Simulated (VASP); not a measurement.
Runs of VASP 6.6.1 on KSrCl3. The structure is that of space group Pm-3m (No. 221), or close to it. The cells are those of the table. 

```csv
level,cell,smearing,gap on the mesh (eV),pressure (GPa)
r2SCAN,"a = 5.608 Å, 5 atoms",gaussian 0.01 eV,5.22,0.4
PBE,"a = 5.805, b = 5.805, c = 5.605 Å, 5 atoms",fermi-dirac 0.02 eV,(b),-0.5
r2SCAN,"a = 5.805, b = 5.805, c = 5.605 Å, 5 atoms",gaussian 0.01 eV,5.08,-1.0
PBE,"a = 5.608 Å, 5 atoms",fermi-dirac 0.02 eV,4.51,(a)
r2SCAN,"a = 5.636 Å, 5 atoms",gaussian 0.01 eV,(c),0.0
```

Alike in all rows: task single point; potentials or basis VASP PAW PBE potentials, release 64 (K_sv, Sr_sv, Cl); no spin polarisation; k mesh 4 × 4 × 4; cutoff (eV) 520.

Problem. Fill in the values left out.

Solution. (a) 0.9; (b) 4.37; (c) 5.19.

Caveats: the PAW data sets were made with another functional, which shifts forces and pressure a little (at least some runs).

A k mesh can miss the band edges, and the runs leave out spin-orbit coupling on Sr.
